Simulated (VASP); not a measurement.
# W (P6_3/mmc) in VASP: further runs

The runs below take W through single point, relaxation of cell and atoms, with PBE.

All numbers are computed with VASP 6.6.1; they aren't measurements. Logs are shortened: lines on timing, memory, paths and dates and some standing lists are left out, and cuts for length are marked.

### 1 The cell of the first run

It takes space group P6_3/mmc (No. 194, hexagonal). Conventional cell: a = 2.604 Å, b = 2.604 Å, c = 4.488 Å, α = 90.00°, β = 90.00°, γ = 120.00°. Within 3.4 Å of W (site symmetry -6m2) lie 12 W at 2.60 to 2.70 Å.

This isn't the form of W at room conditions, which is bcc.

### 2 Single point, PBE

INCAR reads:

```
PREC = Accurate
ENCUT = 520
EDIFF = 1E-6
ISMEAR = -1
SIGMA = 0.08
LREAL = False
LASPH = True
NELM = 80
ALGO = Normal
ISIF = 2
LWAVE = False
LCHARG = True
GGA = PE
LELF = True
LVHAR = True
NBANDS = 21
```

KPOINTS reads:

```
regular mesh
0
Gamma
  17 17 9
```

POSCAR reads:

```
W
1.0
    2.6044793634      0.0000000000      0.0000000000
   -1.3022396817      2.2555452923      0.0000000000
    0.0000000000      0.0000000000      4.4882754068
W
2
Direct
    0.3333333333      0.6666666667      0.2500000000
    0.6666666667      0.3333333333      0.7500000000
```

Potentials or basis: VASP PAW PBE potentials, release 64 (W_sv).

On the command line:

```sh
$ cat potpaw_PBE.64/W_sv/POTCAR > POTCAR
$ mpirun -np 1 vasp_std > vasp.out
```

OUTCAR:

```text
PREC = Accurate
   ENCUT = 520
   EDIFF = 1E-6
   ISMEAR = -1
   LREAL = False
   LASPH = True
   NELM = 80
   ISIF = 2
   GGA = PE

 ion  position               nearest neighbor table
   1  0.333  0.667  0.250-   2 2.70   2 2.70   2 2.70   2 2.70   2 2.70   2 2.70
   2  0.667  0.333  0.750-   1 2.70   1 2.70   1 2.70   1 2.70   1 2.70   1 2.70

  LATTYP: Found a hexagonal cell.
 ALAT       =     2.6044793634
 C/A-ratio  =     1.7232908311

  Lattice vectors:

 A1 = (   2.6044793634,   0.0000000000,   0.0000000000)
 A2 = (  -1.3022396817,   2.2555452923,   0.0000000000)
 A3 = (   0.0000000000,   0.0000000000,   4.4882754068)

Analysis of symmetry for initial positions (statically):
=====================================================================
 Subroutine PRICEL returns:
 Original cell was already a primitive cell.

 Routine SETGRP: Setting up the symmetry group for a
 hexagonal supercell.

 Subroutine GETGRP returns: Found 24 space group operations
 (whereof 12 operations were pure point group operations)
 out of a pool of 24 trial point group operations.

The static configuration has the point symmetry D_3d.
 The point group associated with its full space group is D_6h.

Analysis of symmetry for dynamics (positions and initial velocities):
=====================================================================
 Subroutine PRICEL returns:
 Original cell was already a primitive cell.

 Routine SETGRP: Setting up the symmetry group for a
 hexagonal supercell.

 Subroutine GETGRP returns: Found 24 space group operations
 (whereof 12 operations were pure point group operations)
 out of a pool of 24 trial point group operations.

The dynamic configuration has the point symmetry D_3d.
 The point group associated with its full space group is D_6h.

 Subroutine INISYM returns: Found 24 space group operations
 (whereof 12 operations are pure point group operations),
 and found     1 'primitive' translations

----------------------------------------------------------------------------------------

                                     Primitive cell

  volume of cell :      26.3665

  direct lattice vectors                    reciprocal lattice vectors
     2.604479363  0.000000000  0.000000000     0.383953897  0.221675886  0.000000000
    -1.302239682  2.255545292  0.000000000     0.000000000  0.443351771  0.000000000
     0.000000000  0.000000000  4.488275407     0.000000000  0.000000000  0.222802727

  length of vectors
     2.604479363  2.604479363  4.488275407     0.443351771  0.443351771  0.222802727

  position of ions in fractional coordinates (direct lattice)
     0.333333333  0.666666667  0.250000000
     0.666666667  0.333333333  0.750000000

  ion indices of the primitive-cell ions
   primitive index   ion index
                 1           1
                 2           2

----------------------------------------------------------------------------------------

 KPOINTS: regular mesh

Automatic generation of k-mesh.
 Grid dimensions read from file:
 generate k-points for:   17   17    9

 Generating k-lattice:

  Cartesian coordinates                     Fractional coordinates (reciprocal lattice)
     0.022585523  0.013039758  0.000000000     0.058823529  0.000000000  0.000000000
     0.000000000  0.026079516  0.000000000     0.000000000  0.058823529  0.000000000
     0.000000000  0.000000000  0.024755859     0.000000000  0.000000000  0.111111111

  Length of vectors
     0.026079516  0.026079516  0.024755859

  Shift w.r.t. Gamma in fractional coordinates (k-lattice)
     0.000000000  0.000000000  0.000000000

 Subroutine IBZKPT returns following result:
 ===========================================

 Found    165 irreducible k-points:

 Following reciprocal coordinates:
            Coordinates               Weight
  0.000000  0.000000  0.000000      1.000000
  0.058824 -0.000000  0.000000      6.000000
  0.117647 -0.000000  0.000000      6.000000
  0.176471 -0.000000  0.000000      6.000000
  0.235294 -0.000000  0.000000      6.000000
  0.294118 -0.000000  0.000000      6.000000
[... 16 lines left out ...]
  0.411765  0.117647  0.000000     12.000000
  0.176471  0.176471  0.000000      6.000000
 [... further k-points ...]
   k-points           NKPTS =    165   k-points in BZ     NKDIM =    165   number of bands    NBANDS=     21
   number of dos      NEDOS =    301   number of ions     NIONS =      2
   total plane-waves  NPLWV =  14400
   dimension x,y,z NGX =    20 NGY =   20 NGZ =   36
   dimension x,y,z NGXF=    40 NGYF=   40 NGZF=   72
   ions per type =               2
   NGX,Y,Z   is equivalent  to a cutoff of  12.77, 12.77, 13.33 a.u.
   NGXF,Y,Z  is equivalent  to a cutoff of  25.53, 25.53, 26.67 a.u.
 SYSTEM =  unknown system
   PREC   = accura    normal or accurate (medium, high low for compatibility)
   ISTART =      0    job   : 0-new  1-cont  2-samecut
   ICHARG =      2    charge: 1-file 2-atom 10-const
   ISPIN  =      1    spin polarized calculation?
   LNONCOLLINEAR =      F non collinear calculations
   LSORBIT =      F    spin-orbit coupling
   LASPH  =      T    aspherical Exc in radial PAW
   ENCUT  =  520.0 eV  38.22 Ry    6.18 a.u.   4.84  4.84  8.35*2*pi/ulx,y,z
   NELM   =     80;   NELMIN=  2; NELMDL= -5     # of ELM steps
   EDIFF  = 0.1E-05   stopping-criterion for ELM
   LREAL  =      F    real-space projection
   EDIFFG = 0.1E-04   stopping-criterion for IOM
   NSW    =      0    number of steps for IOM
   IBRION =     -1    ionic relax: 0-MD 1-quasi-New 2-CG
   NFREE  =      0    steps in history (QN), initial steepest desc. (CG)
   ISIF   =      2    stress and relaxation
   ISYM   =      2    0-nonsym 1-usesym 2-fastsym
   POTIM  = 0.5000    time-step for ionic-motion
   TEBEG  =    0.0;   TEEND  =   0.0 temperature during run
   PSTRESS=    0.0 pullay stress
   NELECT =      28.0000    total number of electrons
   NUPDOWN=      -1.0000    fix difference up-down
   EMIN   =  10.00;   EMAX   =-10.00  energy-range for DOS
   EFERMI =   0.00;   METHOD = LEGACY
   ISMEAR =    -1;   SIGMA  =   0.08  broadening in eV -4-tet -1-fermi 0-gaus
   EFERMI_NEDOS =   21; number of points for ismear=-14 and -15
   IALGO  =     38    algorithm
   IMIX   =      4    mixing-type and parameters
     AMIX     =   0.40;   BMIX     =  1.00
     AMIX_MAG =   1.60;   BMIX_MAG =  1.00
  volume/ion in A,a.u.               =      13.18        88.96
  Fermi-wavevector in a.u.,A,eV,Ry     =   1.670232  3.156281 37.955841  2.789676
  Thomas-Fermi vector in A             =   2.755766
   LORBIT       =      0    0 simple, 1 ext, 2 COOP (PROOUT), +10 PAW based schemes
   GGA     = PE    functional components
   LHFCALC =     F    Hartree Fock is set to
   AEXX    =    0.0000 exact exchange contribution
   IVDW    =     0    specifies the selected vdW correction
   LEPSILON=     F    determine dielectric tensor
   LRPA    =     F    only Hartree local field effects (RPA)
 non-spin polarized calculation
  energy-cutoff  :      520.00
  volume of cell :       26.37
 maximum number of plane-waves:       724
 NGX is ok and might be reduce to    20
   NGX =  9   NGY =  9   NGZ = 17

 number of electron      27.9999999 magnetization

 Free energy of the ion-electron system (eV)
  ---------------------------------------------------
  ext. energy  EPLUGINS =         0.00000000
  ---------------------------------------------------
  free energy    TOTEN  =       -23.19561823 eV

  energy without entropy =      -23.15648610  energy(sigma->0) =      -23.17605216

 E-fermi :  13.8922     XC(G=0): -14.6985

 val. band max:       13.8919756397   @ k =   0.4118   0.1176   0.0000
 cond. band min:      13.8942093111   @ k =   0.4706   0.0588   0.1111
 fundamental gap:      0.0022336715
 Fermi energy:        13.8921556406

 k-point     1 :       0.0000    0.0000    0.0000
  band No.  band energies     occupation
      1     -59.5914      2.00000
      2     -59.3680      2.00000
      3     -25.0169      2.00000
      4     -22.9420      2.00000
      5     -22.9191      2.00000
      6     -22.9191      2.00000
[... 13 lines left out ...]
     20      19.4128      0.00000
     21      26.0581      0.00000

 k-point     2 :       0.0588   -0.0000    0.0000
  band No.  band energies     occupation
      1     -59.5821      2.00000
      2     -59.3620      2.00000
      3     -24.9919      2.00000
      4     -22.9961      2.00000
      5     -22.9473      2.00000
      6     -22.9408      2.00000
[... 13 lines left out ...]
     20      20.0331      0.00000
     21      26.1326      0.00000

 k-point     3 :       0.1176   -0.0000    0.0000
  band No.  band energies     occupation
      1     -59.5554      2.00000
      2     -59.3450      2.00000
      3     -24.9186      2.00000
      4     -23.2142      2.00000
      5     -23.0015      2.00000
      6     -22.9938      2.00000
[... 13 lines left out ...]
     20      21.3520      0.00000
     21      26.1856      0.00000

 k-point     4 :       0.1765   -0.0000    0.0000
  band No.  band energies     occupation
      1     -59.5143      2.00000
      2     -59.3197      2.00000
      3     -24.8021      2.00000
      4     -23.5386      2.00000
      5     -23.3144      2.00000
      6     -23.0902      2.00000
[... 13 lines left out ...]
     20      22.8527      0.00000
     21      25.9757      0.00000

 k-point     5 :       0.2353   -0.0000    0.0000
  band No.  band energies     occupation
      1     -59.4635      2.00000
      2     -59.2901      2.00000
      3     -24.6509      2.00000
      4     -23.9196      2.00000
      5     -23.6818      2.00000
      6     -23.1932      2.00000
[... 13 lines left out ...]
     20      24.3269      0.00000
     21      25.5115      0.00000
[... 382 lines left out ...]
     20      25.2387      0.00000
     21      27.7775      0.00000

 k-point    22 :       0.3529    0.1176    0.0000
  band No.  band energies     occupation
      1     -59.3024      2.00000
      2     -59.2175      2.00000
      3     -24.8145      2.00000
      4     -24.5365      2.00000
      5     -24.0814      2.00000
      6     -23.6093      2.00000
[... 13 lines left out ...]
     20      25.9996      0.00000
     21      26.7489      0.00000

 k-point    23 :       0.4118    0.1176    0.0000
  band No.  band energies     occupation
      1     -59.2786      2.00000
      2     -59.2125      2.00000
      3     -24.9311      2.00000
      4     -24.6294      2.00000
      5     -23.9724      2.00000
      6     -23.6608      2.00000
[... 13 lines left out ...]
     20      25.1726      0.00000
     21      26.5514      0.00000

 k-point    24 :       0.1765    0.1765    0.0000
  band No.  band energies     occupation
      1     -59.3964      2.00000
      2     -59.2546      2.00000
      3     -24.4363      2.00000
      4     -24.1577      2.00000
      5     -24.1509      2.00000
      6     -23.3730      2.00000
[... 13 lines left out ...]
     20      25.2078      0.00000
     21      26.7155      0.00000

 [... further k-points ...]
[... 5 lines left out ...]
  --------------------------------------------------------------------------------------
  -------------------------------------------------------------------------------------
  Total       16.4144146     16.4144146     16.3716048     -0.0000000     -0.0000000      0.0000000
  in kB      997.4336371    997.4336371    994.8322715     -0.0000000     -0.0000000      0.0000000
  external PRESSURE =     996.5665153 kB  Pullay stress =       0.0000000 kB

 VOLUME and BASIS-vectors are now :
 -----------------------------------------------------------------------------
  energy-cutoff  :      520.00
  volume of cell :       26.37
      direct lattice vectors                 reciprocal lattice vectors
     2.604479363  0.000000000  0.000000000     0.383953897  0.221675886  0.000000000
    -1.302239682  2.255545292  0.000000000     0.000000000  0.443351771  0.000000000
     0.000000000  0.000000000  4.488275407     0.000000000  0.000000000  0.222802727

 POSITION                                       TOTAL-FORCE (eV/Angst)
 -----------------------------------------------------------------------------------
     -0.00000      1.50370      1.12207         0.000000      0.000000      0.000000
      1.30224      0.75185      3.36621        -0.000000      0.000000      0.000000
 -----------------------------------------------------------------------------------
    total drift:                                0.000000     -0.000000      0.000000

  FREE ENERGIE OF THE ION-ELECTRON SYSTEM (eV)
  ---------------------------------------------------
  free  energy   TOTEN  =       -23.1956182323 eV

  energy  without entropy=      -23.1564860954  energy(sigma->0) =      -23.17605216
```

Wall time 53 s (1 thread of Intel Xeon 6975P-C (Granite Rapids), shared host); peak memory 0.18 GiB.

What came out:

| Property | Result |
| --- | --- |
| Free energy | -23.1956 eV |
| Pressure | 99.7 GPa |
| Band gap on the k mesh | zero (bands 14 and 15 overlap by 2.28 eV) |

Levels at points of the mesh, in eV from the Fermi level:
```tsv
k point	band 12	band 13	band 14	band 15	band 16	band 17
(0.00, 0.00, 0.00)	-0.86	-0.86	0.05	0.05	0.84	2.11
```

Caveat: the cell stands under pressure; spin-orbit coupling is left out, which moves the levels of the heavy elements.

[end of part 1 of 2]
